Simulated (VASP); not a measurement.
# Ag (P6_3/mmc) in VASP: further runs, part 2 of 2

VASP 6.6.1.

## Step 3: Single point, LDA (volume scaled by 0.92)

Input file INCAR:

```
SYSTEM = Ag
  PREC = Accurate
  ENCUT = 520
  EDIFF = 1E-7
  ISMEAR = -1
  SIGMA = 0.1
  LREAL = .FALSE.
  LASPH = .TRUE.
  NELM = 80
  ALGO = Normal
  ISIF = 2
  LWAVE = .FALSE.
  LCHARG = .TRUE.
  LELF = .TRUE.
  LVHAR = .TRUE.
  NBANDS = 18
```

Input file KPOINTS:

```
regular mesh
0
G
  14 14 8
  0 0 0
```

Input file POSCAR:

```
Ag
1.0
    2.7596046039      0.0000000000      0.0000000000
   -1.3798023020      2.3898876914      0.0000000000
    0.0000000000      0.0000000000      4.4819295629
Ag
2
Direct
    0.3333333333      0.6666666667      0.2500000000
    0.6666666667      0.3333333333      0.7500000000
```

Potentials or basis: VASP PAW LDA potentials, release 64 (Ag).

Run with:

```sh
$ cat potpaw_LDA.64/Ag/POTCAR > POTCAR
$ mpirun -np 1 vasp_std > vasp.out
```

OUTCAR:

```text
SYSTEM = Ag
   PREC = Accurate
   ENCUT = 520
   EDIFF = 1E-7
   ISMEAR = -1
   LREAL = .FALSE.
   LASPH = .TRUE.
   NELM = 80
   ISIF = 2

 ion  position               nearest neighbor table
   1  0.333  0.667  0.250-   2 2.75   2 2.75   2 2.75   2 2.75   2 2.75   2 2.75
   2  0.667  0.333  0.750-   1 2.75   1 2.75   1 2.75   1 2.75   1 2.75   1 2.75

  LATTYP: Found a hexagonal cell.
 ALAT       =     2.7596046039
 C/A-ratio  =     1.6241201934

  Lattice vectors:

[... 694 lines left out ...]

  FORCE on cell =-STRESS in cart. coord.  units (eV):
  Direction    XX          YY          ZZ          XY          YZ          ZX
  --------------------------------------------------------------------------------------
  -------------------------------------------------------------------------------------
  Total        2.5760804      2.5760804      2.8586170     -0.0000000     -0.0000000      0.0000000
  in kB      139.6306023    139.6306023    154.9448612     -0.0000000     -0.0000000      0.0000000
  external PRESSURE =     144.7353553 kB  Pullay stress =       0.0000000 kB

 VOLUME and BASIS-vectors are now :
 -----------------------------------------------------------------------------
  energy-cutoff  :      520.00
  volume of cell :       29.56
      direct lattice vectors                 reciprocal lattice vectors
     2.759604604  0.000000000  0.000000000     0.362370754  0.209214852  0.000000000
    -1.379802302  2.389887691  0.000000000     0.000000000  0.418429704  0.000000000
     0.000000000  0.000000000  4.481929563     0.000000000  0.000000000  0.223118187

 POSITION                                       TOTAL-FORCE (eV/Angst)
 -----------------------------------------------------------------------------------
     -0.00000      1.59326      1.12048         0.000000     -0.000000      0.000000
      1.37980      0.79663      3.36145        -0.000000      0.000000      0.000000
 -----------------------------------------------------------------------------------
    total drift:                               -0.000000      0.000000     -0.000000

  FREE ENERGIE OF THE ION-ELECTRON SYSTEM (eV)
  ---------------------------------------------------
  free  energy   TOTEN  =        -7.4469649272 eV

  energy  without entropy=       -7.4254319704  energy(sigma->0) =       -7.43619845
```

OSZICAR:

```text
N       E                     dE             d eps       ncg     rms          rms(c)
DAV:   1     0.130693603094E+03    0.13069E+03   -0.12005E+04  4336   0.125E+03
DAV:   2    -0.589965217525E+01   -0.13659E+03   -0.13026E+03  4486   0.281E+02
DAV:   3    -0.813731902882E+01   -0.22377E+01   -0.22298E+01  4880   0.407E+01
DAV:   4    -0.814383738309E+01   -0.65184E-02   -0.65178E-02  4796   0.215E+00
DAV:   5    -0.814388475100E+01   -0.47368E-04   -0.47368E-04  4768   0.193E-01    0.115E+01
DAV:   6    -0.749619183937E+01    0.64769E+00   -0.13462E+00  4452   0.130E+01    0.683E+00
DAV:   7    -0.745694054880E+01    0.39251E-01   -0.26930E-02  4762   0.171E+00    0.323E+00
DAV:   8    -0.744693541089E+01    0.10005E-01   -0.29720E-03  4466   0.520E-01    0.175E-01
DAV:   9    -0.744696451632E+01   -0.29105E-04   -0.15488E-05  4938   0.368E-02    0.251E-02
DAV:  10    -0.744696499741E+01   -0.48109E-06   -0.33207E-06  4644   0.167E-02    0.692E-03
DAV:  11    -0.744696492722E+01    0.70189E-07   -0.62458E-08  3346   0.215E-03
   1 F= -.74469649E+01 E0= -.74361984E+01  d E =-.215330E-01
```

stdout:

```text
POSCAR found type information on POSCAR Ag
 POSCAR found :  1 types and       2 ions
 scaLAPACK will be used
 LDA part: xc-table for (Slater(with rela. corr.)+CA(PZ))
 , standard interpolation
 POSCAR, INCAR and KPOINTS ok, starting setup
 FFT: planning ... GRIDC
 FFT: planning ... GRID_SOFT
 FFT: planning ... GRID
 WAVECAR not read
 entering main loop
```

Wall time 28 s (1 thread of Intel Xeon Platinum 8488C (Sapphire Rapids), shared host); peak memory 0.17 GiB.

What came out:

```yaml
Free_energy: -7.4470 eV
Pressure: 14.5 GPa
Band_gap_on_the_k_mesh: zero (band 11 reaches 14.36 eV, above the bottom of band 12 at 6.77 eV)
```

Stress tensor (GPa, compression positive):
```
13.96  0.00  0.00
 0.00 13.96  0.00
 0.00  0.00 15.49
```

Levels at points of the mesh, in eV from the Fermi level:
```csv
k point,band 8,band 9,band 10,band 11,band 12,band 13,band 14,band 15
"(0.00, 0.00, 0.00)",-4.46,-4.46,-3.11,-3.11,-0.75,4.56,15.99,18.18
"(0.50, 0.00, 0.00)",-2.95,-2.84,-2.76,0.13,1.94,7.60,7.86,10.76
"(0.00, 0.00, 0.50)",-5.10,-3.52,-3.52,-3.52,-3.52,12.42,12.42,16.42
"(0.50, 0.00, 0.50)",-3.22,-2.84,-2.84,0.59,0.59,5.50,5.50,14.74
```

## Step 4: Single point, LDA (volume scaled by 0.96)

Input file INCAR:

```
ALGO     = Normal         # electronic algorithm
EDIFF    = 1E-7           # SCF threshold, eV
ENCUT    = 520            # plane-wave cutoff, eV
GGA      = CA             # functional
ISIF     = 2              # what is computed and relaxed
ISMEAR   = -1             # smearing method
LASPH    = True           # aspherical terms in the spheres
LCHARG   = True           # write CHGCAR
LELF     = True           # ELF
LREAL    = False          # projectors in reciprocal space
LVHAR    = True         
LWAVE    = False          # write WAVECAR
NBANDS   = 18             # bands
NELM     = 60             # most SCF steps
PREC     = Accurate       # precision mode
SIGMA    = 0.1            # smearing width, eV
```

Input file KPOINTS:

```
k-points
0
Gamma
  14 14 8
```

Input file POSCAR:

```
Ag
1.0
    2.7990328538      0.0000000000      0.0000000000
   -1.3995164269      2.4240335574      0.0000000000
    0.0000000000      0.0000000000      4.5459657798
Ag
2
Direct
    0.3333333333      0.6666666667      0.2500000000
    0.6666666667      0.3333333333      0.7500000000
```

Run with:

```sh
$ cat potpaw_LDA.64/Ag/POTCAR > POTCAR
$ mpirun -np 1 vasp_std > vasp.out
```

It took 30 s on 1 thread of Intel Xeon Platinum 8488C (Sapphire Rapids), shared host; peak memory 0.17 GiB.

Results (log left out):

```
Free energy            : -7.5299 eV
Pressure               : 6.3 GPa
Band gap on the k mesh : zero (band 11 reaches 13.54 eV, above the bottom of band 12 at 6.14 eV)
```

Stress tensor (GPa, compression positive):
```
5.95 0.00 0.00
0.00 5.95 0.00
0.00 0.00 7.12
```

Levels at points of the mesh, in eV from the Fermi level:
| k point | band 8 | band 9 | band 10 | band 11 | band 12 | band 13 | band 14 | band 15 |
| --- | --- | --- | --- | --- | --- | --- | --- | --- |
| (0.00, 0.00, 0.00) | -4.32 | -4.32 | -3.07 | -3.07 | -0.63 | 4.28 | 15.92 | 18.06 |
| (0.50, 0.00, 0.00) | -2.93 | -2.83 | -2.75 | 0.12 | 1.82 | 7.38 | 7.65 | 10.35 |
| (0.00, 0.00, 0.50) | -4.90 | -3.45 | -3.45 | -3.45 | -3.45 | 12.08 | 12.08 | 16.31 |
| (0.50, 0.00, 0.50) | -3.16 | -2.82 | -2.82 | 0.65 | 0.65 | 5.22 | 5.22 | 14.37 |

## Step 5: Overview

```csv
cell,gap on the mesh (eV),pressure (GPa)
"a = 2.719, b = 2.719, c = 4.416 Å, angles 90.0, 90.0, 120.0°, 2 atoms",none,25.0
"a = 2.760, b = 2.760, c = 4.482 Å, angles 90.0, 90.0, 120.0°, 2 atoms",none,14.5
"a = 2.799, b = 2.799, c = 4.546 Å, angles 90.0, 90.0, 120.0°, 2 atoms",none,6.3
```

Alike in all rows: task single point; level LDA; potentials or basis VASP PAW LDA potentials, release 64 (Ag); no spin polarisation; k mesh 14 × 14 × 8; cutoff (eV) 520; smearing fermi-dirac 0.1 eV.

Absolute energies hang on the potentials; compare differences alone.
